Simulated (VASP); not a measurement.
# HfN (Fm-3m) in VASP: single point with PBE

Aim: the single point of HfN with PBE.

All numbers are computed with VASP 6.6.1; they aren't measurements. Logs are shortened: lines on timing, memory, paths and dates and some standing lists are left out, and cuts for length are marked.

### 1 The cell of the first run

It takes space group Fm-3m (No. 225, cubic). The conventional cell has a = 4.512 Å, b = 4.512 Å, c = 4.512 Å, α = 90.00°, β = 90.00°, γ = 90.00°. Hf (site symmetry m-3m) has 6 N at 2.26 Å within 3.0 Å. N (site symmetry m-3m) has 6 Hf at 2.26 Å within 3.0 Å.

### 2 Single point, PBE

INCAR

```
  PREC = Accurate
  ENCUT = 520
  EDIFF = 1E-7
  ISMEAR = -1
  SIGMA = 0.1
  LREAL = F
  LASPH = T
  NELM = 80
  ALGO = Normal
  ISIF = 2
  LWAVE = F
  LCHARG = F
  GGA = PE
  NBANDS = 14
```

KPOINTS

```
Automatic mesh
0
Gamma
  10 10 10
```

POSCAR

```
HfN
1.0
    0.0000000000      2.2560000000      2.2560000000
    2.2560000000      0.0000000000      2.2560000000
    2.2560000000      2.2560000000      0.0000000000
Hf N
1 1
Direct
    0.0000000000      0.0000000000      0.0000000000
    0.5000000000      0.5000000000      0.5000000000
```

Potentials or basis: VASP PAW PBE potentials, release 64 (Hf_pv, N).

On the command line:

```
$ cat potpaw_PBE.64/Hf_pv/POTCAR potpaw_PBE.64/N/POTCAR > POTCAR
$ mpirun -np 1 vasp_std > vasp.out
```

OUTCAR:

```text
PREC = Accurate
   ENCUT = 520
   EDIFF = 1E-7
   ISMEAR = -1
   LREAL = F
   LASPH = T
   NELM = 80
   ISIF = 2
   GGA = PE

 ion  position               nearest neighbor table
   1  0.000  0.000  0.000-   2 2.26   2 2.26   2 2.26   2 2.26   2 2.26   2 2.26
   2  0.500  0.500  0.500-   1 2.26   1 2.26   1 2.26   1 2.26   1 2.26   1 2.26

  LATTYP: Found a face centered cubic cell.
 ALAT       =     4.5120000000

  Lattice vectors:

 A1 = (   0.0000000000,   2.2560000000,   2.2560000000)
 A2 = (   2.2560000000,   0.0000000000,   2.2560000000)
 A3 = (   2.2560000000,   2.2560000000,   0.0000000000)

Analysis of symmetry for initial positions (statically):
=====================================================================
 Subroutine PRICEL returns:
 Original cell was already a primitive cell.

 Routine SETGRP: Setting up the symmetry group for a
 face centered cubic supercell.

 Subroutine GETGRP returns: Found 48 space group operations
 (whereof 48 operations were pure point group operations)
 out of a pool of 48 trial point group operations.

The static configuration has the point symmetry O_h .

Analysis of symmetry for dynamics (positions and initial velocities):
=====================================================================
 Subroutine PRICEL returns:
 Original cell was already a primitive cell.

 Routine SETGRP: Setting up the symmetry group for a
 face centered cubic supercell.

 Subroutine GETGRP returns: Found 48 space group operations
 (whereof 48 operations were pure point group operations)
 out of a pool of 48 trial point group operations.

The dynamic configuration has the point symmetry O_h .

 Subroutine INISYM returns: Found 48 space group operations
 (whereof 48 operations are pure point group operations),
 and found     1 'primitive' translations

----------------------------------------------------------------------------------------

                                     Primitive cell

  volume of cell :      22.9640

  direct lattice vectors                    reciprocal lattice vectors
     0.000000000  2.256000000  2.256000000    -0.221631206  0.221631206  0.221631206
     2.256000000  0.000000000  2.256000000     0.221631206 -0.221631206  0.221631206
     2.256000000  2.256000000  0.000000000     0.221631206  0.221631206 -0.221631206

  length of vectors
     3.190465797  3.190465797  3.190465797     0.383876509  0.383876509  0.383876509

  position of ions in fractional coordinates (direct lattice)
     0.000000000  0.000000000  0.000000000
     0.500000000  0.500000000  0.500000000

  ion indices of the primitive-cell ions
   primitive index   ion index
                 1           1
                 2           2

----------------------------------------------------------------------------------------

 KPOINTS: Automatic mesh

Automatic generation of k-mesh.
 Grid dimensions read from file:
 generate k-points for:   10   10   10

 Generating k-lattice:

  Cartesian coordinates                     Fractional coordinates (reciprocal lattice)
    -0.022163121  0.022163121  0.022163121     0.100000000  0.000000000  0.000000000
     0.022163121 -0.022163121  0.022163121     0.000000000  0.100000000  0.000000000
     0.022163121  0.022163121 -0.022163121     0.000000000  0.000000000  0.100000000

  Length of vectors
     0.038387651  0.038387651  0.038387651

  Shift w.r.t. Gamma in fractional coordinates (k-lattice)
     0.000000000  0.000000000  0.000000000

 Subroutine IBZKPT returns following result:
 ===========================================

 Found     47 irreducible k-points:

 Following reciprocal coordinates:
            Coordinates               Weight
  0.000000  0.000000  0.000000      1.000000
  0.100000  0.000000  0.000000      8.000000
  0.200000  0.000000  0.000000      8.000000
  0.300000  0.000000  0.000000      8.000000
  0.400000  0.000000  0.000000      8.000000
  0.500000  0.000000  0.000000      4.000000
[... 16 lines left out ...]
  0.300000  0.300000  0.000000      6.000000
  0.400000  0.300000  0.000000     24.000000
 [... further k-points ...]
   k-points           NKPTS =     47   k-points in BZ     NKDIM =     47   number of bands    NBANDS=     14
   number of dos      NEDOS =    301   number of ions     NIONS =      2
   total plane-waves  NPLWV =  13824
   dimension x,y,z NGX =    24 NGY =   24 NGZ =   24
   dimension x,y,z NGXF=    48 NGYF=   48 NGZF=   48
   ions per type =               1   1
   NGX,Y,Z   is equivalent  to a cutoff of  12.51, 12.51, 12.51 a.u.
   NGXF,Y,Z  is equivalent  to a cutoff of  25.01, 25.01, 25.01 a.u.
 SYSTEM =  unknown system
   PREC   = accura    normal or accurate (medium, high low for compatibility)
   ISTART =      0    job   : 0-new  1-cont  2-samecut
   ICHARG =      2    charge: 1-file 2-atom 10-const
   ISPIN  =      1    spin polarized calculation?
   LNONCOLLINEAR =      F non collinear calculations
   LSORBIT =      F    spin-orbit coupling
   LASPH  =      T    aspherical Exc in radial PAW
   ENCUT  =  520.0 eV  38.22 Ry    6.18 a.u.   5.93  5.93  5.93*2*pi/ulx,y,z
   NELM   =     80;   NELMIN=  2; NELMDL= -5     # of ELM steps
   EDIFF  = 0.1E-06   stopping-criterion for ELM
   LREAL  =      F    real-space projection
   EDIFFG = 0.1E-05   stopping-criterion for IOM
   NSW    =      0    number of steps for IOM
   IBRION =     -1    ionic relax: 0-MD 1-quasi-New 2-CG
   NFREE  =      0    steps in history (QN), initial steepest desc. (CG)
   ISIF   =      2    stress and relaxation
   ISYM   =      2    0-nonsym 1-usesym 2-fastsym
   POTIM  = 0.5000    time-step for ionic-motion
   TEBEG  =    0.0;   TEEND  =   0.0 temperature during run
   PSTRESS=    0.0 pullay stress
   NELECT =      15.0000    total number of electrons
   NUPDOWN=      -1.0000    fix difference up-down
   EMIN   =  10.00;   EMAX   =-10.00  energy-range for DOS
   EFERMI =   0.00;   METHOD = LEGACY
   ISMEAR =    -1;   SIGMA  =   0.10  broadening in eV -4-tet -1-fermi 0-gaus
   EFERMI_NEDOS =   21; number of points for ismear=-14 and -15
   IALGO  =     38    algorithm
   IMIX   =      4    mixing-type and parameters
     AMIX     =   0.40;   BMIX     =  1.00
     AMIX_MAG =   1.60;   BMIX_MAG =  1.00
  volume/ion in A,a.u.               =      11.48        77.48
  Fermi-wavevector in a.u.,A,eV,Ry     =   1.420440  2.684242 27.451783  2.017649
  Thomas-Fermi vector in A             =   2.541355
   LORBIT       =      0    0 simple, 1 ext, 2 COOP (PROOUT), +10 PAW based schemes
   GGA     = PE    functional components
[... 5 lines left out ...]
 non-spin polarized calculation
  energy-cutoff  :      520.00
  volume of cell :       22.96
 maximum number of plane-waves:       636
   NGX = 11   NGY = 11   NGZ = 11

 number of electron      15.0000001 magnetization

 Free energy of the ion-electron system (eV)
  ---------------------------------------------------
  ext. energy  EPLUGINS =         0.00000000
  ---------------------------------------------------
  free energy    TOTEN  =       -21.75755552 eV

  energy without entropy =      -21.73474799  energy(sigma->0) =      -21.74615175

 E-fermi :   8.4638     XC(G=0): -12.7531

 val. band max:        8.4154877351   @ k =  -0.4000   0.3000   0.0000
 cond. band min:       8.4709132221   @ k =  -0.1000   0.1000   0.0000
 fundamental gap:      0.0554254871
 Fermi energy:         8.4637714368

 k-point     1 :       0.0000    0.0000    0.0000
  band No.  band energies     occupation
      1     -22.7111      2.00000
      2     -22.7111      2.00000
      3     -22.7111      2.00000
      4      -9.1165      2.00000
      5       5.3836      2.00000
      6       5.3836      2.00000
      7       5.3836      2.00000
      8       8.0740      1.96023
      9       8.0740      1.96023
     10       8.0740      1.96023
     11      10.2542      0.00000
     12      10.4019      0.00000
     13      10.4019      0.00000
     14      17.9961      0.00000

 k-point     2 :       0.1000    0.0000    0.0000
  band No.  band energies     occupation
      1     -22.8131      2.00000
      2     -22.7195      2.00000
      3     -22.7195      2.00000
      4      -8.8868      2.00000
      5       4.4628      2.00000
      6       4.8401      2.00000
      7       4.8401      2.00000
      8       8.2997      1.67521
      9       8.4010      1.30396
     10       8.4010      1.30396
     11      10.9553      0.00000
     12      11.1412      0.00000
     13      11.1412      0.00000
     14      18.7654      0.00000

 k-point     3 :       0.2000    0.0000    0.0000
  band No.  band energies     occupation
      1     -23.0696      2.00000
      2     -22.7416      2.00000
      3     -22.7416      2.00000
      4      -8.2696      2.00000
      5       2.7895      2.00000
      6       3.8452      2.00000
      7       3.8452      2.00000
      8       8.6843      0.19854
      9       9.2187      0.00105
     10       9.2187      0.00105
     11      12.4061      0.00000
     12      12.8129      0.00000
     13      12.8129      0.00000
     14      20.5937      0.00000
[... 324 lines left out ...]
 k-point    23 :       0.3000    0.3000    0.0000
  band No.  band energies     occupation
      1     -23.2837      2.00000
      2     -22.9164      2.00000
      3     -22.9164      2.00000
      4      -7.8256      2.00000
      5       1.5880      2.00000
      6       4.5408      2.00000
      7       4.5408      2.00000
      8       5.4982      2.00000
      9      11.6910      0.00000
     10      12.2035      0.00000
     11      12.5350      0.00000
     12      12.5350      0.00000
     13      17.4492      0.00000
     14      20.6465      0.00000

 k-point    24 :       0.4000    0.3000    0.0000
  band No.  band energies     occupation
      1     -23.3935      2.00000
      2     -22.9781      2.00000
      3     -22.9488      2.00000
      4      -7.7159      2.00000
      5       1.8047      2.00000
      6       3.7961      2.00000
      7       4.2807      2.00000
      8       5.9387      2.00000
      9      12.5282      0.00000
     10      13.0214      0.00000
     11      13.1929      0.00000
     12      13.2678      0.00000
     13      17.6139      0.00000
     14      19.8101      0.00000

 [... further k-points ...]
[... 5 lines left out ...]
  --------------------------------------------------------------------------------------
  -------------------------------------------------------------------------------------
  Total        0.6123439      0.6123439      0.6123439      0.0000000      0.0000000      0.0000000
  in kB       42.7227036     42.7227036     42.7227036      0.0000000      0.0000000      0.0000000
  external PRESSURE =      42.7227036 kB  Pullay stress =       0.0000000 kB

 VOLUME and BASIS-vectors are now :
 -----------------------------------------------------------------------------
  energy-cutoff  :      520.00
  volume of cell :       22.96
      direct lattice vectors                 reciprocal lattice vectors
     0.000000000  2.256000000  2.256000000    -0.221631206  0.221631206  0.221631206
     2.256000000  0.000000000  2.256000000     0.221631206 -0.221631206  0.221631206
     2.256000000  2.256000000  0.000000000     0.221631206  0.221631206 -0.221631206

 POSITION                                       TOTAL-FORCE (eV/Angst)
 -----------------------------------------------------------------------------------
      0.00000      0.00000      0.00000        -0.000000     -0.000000     -0.000000
      2.25600      2.25600      2.25600         0.000000      0.000000      0.000000
 -----------------------------------------------------------------------------------
    total drift:                                0.000000     -0.000000     -0.000000

  FREE ENERGIE OF THE ION-ELECTRON SYSTEM (eV)
  ---------------------------------------------------
  free  energy   TOTEN  =       -21.7575555166 eV

  energy  without entropy=      -21.7347479871  energy(sigma->0) =      -21.74615175
```

It took 22 s on 1 thread of Intel Xeon 8259CL, shared host; peak memory 0.15 GiB.

Results:

| Quantity | Value |
| --- | --- |
| Free energy | -21.7576 eV |
| Pressure | 4.3 GPa |

Caveat: spin-orbit coupling is left out, which moves the levels of the heavy elements.
